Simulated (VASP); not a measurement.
Wanted: the native input for a VASP 6.6.1 run.

- Task: relaxation of cell and atoms
- Functional: PBE
- Potentials or basis: VASP PAW PBE potentials, release 64 (Si)
- Cutoff: 600 eV
- k mesh: 8 × 8 × 8
- Occupations: gaussian, width 0.1 eV
- Spin: no spin polarisation
- Dipole correction: no
- Further INCAR settings: ALGO = Normal; EDIFF = 1e-07; IBRION = 2; EDIFFG = -0.04; NSW = 90; ISIF = 3

The structure of Si lies in POSCAR:

```
Si
1.0
   -1.5507345900      1.5507345900      5.2474376800
    1.5507345900     -1.5507345900      5.2474376800
    1.5507345900      1.5507345900     -5.2474376800
Si
4
Direct
    0.7920000000      0.7920000000      0.0000000000
    0.5420000000      0.0420000000      0.5000000000
    0.2080000000      0.2080000000      0.0000000000
    0.9580000000      0.4580000000      0.5000000000
```

The cell was built from a structure type or drawn by symmetry, and may not be a known phase.

One way to write it, as run:

INCAR

```
SYSTEM = Si
PREC = Accurate
ENCUT = 600
EDIFF = 1E-7
ISMEAR = 0
SIGMA = 0.1
LREAL = .FALSE.
LASPH = .TRUE.
NELM = 80
ALGO = Normal
ISIF = 3
LWAVE = .FALSE.
LCHARG = .FALSE.
GGA = PE
IBRION = 2
NSW = 90
EDIFFG = -0.04
```

KPOINTS

```
Automatic mesh
0
G
  8 8 8
  0 0 0
```

Potentials or basis: VASP PAW PBE potentials, release 64 (Si).

Launch:

```bash
$ cat potpaw_PBE.64/Si/POTCAR > POTCAR
$ mpirun -np 1 vasp_std > vasp.out
```

It gave:

```yaml
Relaxed_volume: 15.57 Å³/atom
Relaxed_cell: a = 5.653 Å, b = 5.653 Å, c = 5.653 Å, α = 143.93°, β = 143.93°, γ = 51.93°
Space_group_after_relaxing_to_0.1_Å: I4_1/amd (No. 141)
Energy_gained_by_relaxing: 334.2 meV/atom
Ionic_steps: 15
Pressure_after_relaxing: -0.2 GPa
Largest_force_after_relaxing: 0.030 eV/Å
Band_gap_on_the_k_mesh: zero (bands 8 and 9 overlap by 3.85 eV)
```

Caveat: the volume moved by over 15 % at a fixed basis, so the end points are rough.

Wall time 7.1 min on 1 thread of Intel(R) Xeon(R) 6975P-C (Granite Rapids), on a shared host, peak memory 0.33 GiB.
